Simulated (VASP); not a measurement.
Here is a VASP 6.6.1 calculation.

Contents of INCAR:

```
  PREC = Accurate
  ENCUT = 520
  EDIFF = 1E-6
  ISMEAR = 0
  SIGMA = 0.05
  LREAL = False
  LASPH = True
  NELM = 100
  ALGO = Normal
  ISIF = 2
  LWAVE = False
  LCHARG = False
  GGA = PE
  NBANDS = 16
```

KPOINTS

```
Automatic mesh
0
Gamma
  10 10 10
```

File POSCAR:

```
InP
1.0
    0.0000000000      2.9353336906      2.9800342037
    2.9353336906      0.0000000000      2.9800342037
    2.9353336906      2.9353336906      0.0000000000
In P
1 1
Direct
    0.0000000000      0.0000000000      0.0000000000
    0.7500000000      0.7500000000      0.7500000000
```

Potentials or basis: VASP PAW PBE potentials, release 64 (In_d, P).

Command:

```console
$ cat potpaw_PBE.64/In_d/POTCAR potpaw_PBE.64/P/POTCAR > POTCAR
$ mpirun -np 1 vasp_std > vasp.out
```

(1) What does it give for the band gap on the k mesh?

(2) What does it give for the pressure?

Answers

(1) 0.58 eV, direct.

(2) 1.8 GPa.

Caveat: the cell differs from its parent crystal (strain -0.015 along x and y, +0.000 along z); spin-orbit coupling is left out, which moves the levels of the heavy elements.
